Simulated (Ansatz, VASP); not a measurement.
## Two plane-wave programs on AlP

```
CELL_PARAMETERS angstrom
0.00000 2.73516 2.73516
2.73516 0.00000 2.73516
2.73516 2.73516 0.00000
ATOMIC_POSITIONS crystal
Al 0.00000 0.00000 0.00000
P 0.25000 0.25000 0.25000
```

Alike in both runs: task single point; functional PBEsol; k mesh 8 × 8 × 8; occupations gaussian, width 0.02 eV; no spin polarisation.

|  | VASP | Ansatz |
| --- | --- | --- |
| version | VASP 6.6.1 | Ansatz 0.2.0 |
| potentials or method | VASP PAW PBE potentials, release 64 (Al, P), cutoff 500 eV | scalar-relativistic, plane waves, PAW |
| valence electrons in the cell | 8 | 8 |

```csv
,VASP,Ansatz,Ansatz less VASP
gap on the k mesh at the Fermi level (eV),1.45,1.45,+0.002
least direct gap on the mesh (eV),3.16,3.15,-0.006
pressure (GPa),0.0,0.0,-0.04
```

VASP's potentials were made for PBE, not for PBEsol, and Ansatz warns of the same on its side.
